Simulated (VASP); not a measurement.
Crystal: CsCl.

```
CELL_PARAMETERS angstrom
4.13683 0.00000 0.00000
0.00000 4.13683 0.00000
0.00000 0.00000 4.13683
ATOMIC_POSITIONS crystal
Cs 0.00000 0.00000 0.00000
Cl 0.50000 0.50000 0.50000
```

Base run:

```yaml
Program: VASP 6.6.1
Functional: r2SCAN0
Potentials_or_basis: VASP PAW PBE potentials, release 64 (Cs_sv, Cl)
Cutoff: 440 eV
k_mesh: 4 × 4 × 4
Occupations: gaussian, width 0.01 eV
Spin: no spin polarisation
```

Its results: band gap on the k mesh 7.72 eV; pressure -0.2 GPa.

Task: The run is repeated on the same cell with these changes: functional from r2SCAN0 to r2SCANh; share of exact exchange from 0.25 to 0.1. What comes out?

Result: Band gap on the k mesh 6.64 eV; pressure -0.1 GPa.

Caveats: the PAW data sets were made with another functional, which shifts forces and pressure a little; spin-orbit coupling is left out, which moves the levels of the heavy elements.

A k mesh can miss the band edges.
